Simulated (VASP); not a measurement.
## Rh: single point with LDA

Rh:

```
Rh
1.0
     0.00000    1.85401    1.94909
     1.85401    0.00000    1.94909
     1.85401    1.85401    0.00000
Rh
1
Direct
  0.00000 0.00000 0.00000
```

This cell differs from its parent crystal: strain -0.025 along x and y, +0.025 along z.

```
Program                : VASP 6.6.1
Task                   : single point
Functional             : LDA
Potentials or basis    : VASP PAW LDA potentials, release 64 (Rh_pv)
Cutoff                 : 520 eV
k mesh                 : 22 × 22 × 22
Occupations            : gaussian, width 0.15 eV
Spin                   : no spin polarisation
Dipole correction      : no
Further INCAR settings : ALGO = Fast; EDIFF = 1e-07; NBANDS = 14
```

The pressure is -2.7 GPa. The band gap on the k mesh is zero (an odd number of electrons rules out a gap without spin polarisation).

Stress tensor (GPa, compression positive):
```
  1.84   0.00   0.00
  0.00   1.84   0.00
  0.00   0.00 -11.73
```

Levels at points of the mesh, in eV from the Fermi level:
```tsv
k point	band 3	band 4	band 5	band 6	band 7	band 8	band 9	band 10	band 11	band 12
(0.00, 0.00, 0.00)	-46.19	-8.21	-3.61	-3.02	-3.02	-1.39	-0.68	15.97	20.29	20.48
(0.50, 0.00, 0.00)	-46.27	-6.38	-3.58	-3.01	0.48	0.68	0.75	8.88	15.40	20.29
(0.50, 0.50, 0.00)	-46.44	-6.57	-6.20	0.65	1.01	1.01	2.54	11.64	13.99	13.99
(0.50, 0.00, 0.50)	-46.49	-6.59	-6.21	0.56	0.79	1.32	3.61	12.80	13.06	13.36
```

Wall time 3.3 min on 1 thread of Intel Xeon 8259CL, with other jobs on the host, peak memory 0.24 GiB.

Caveat: the cell differs from its parent crystal (strain -0.025 along x and y, +0.025 along z); the stress differs along the axes, from -12 to 2 GPa.
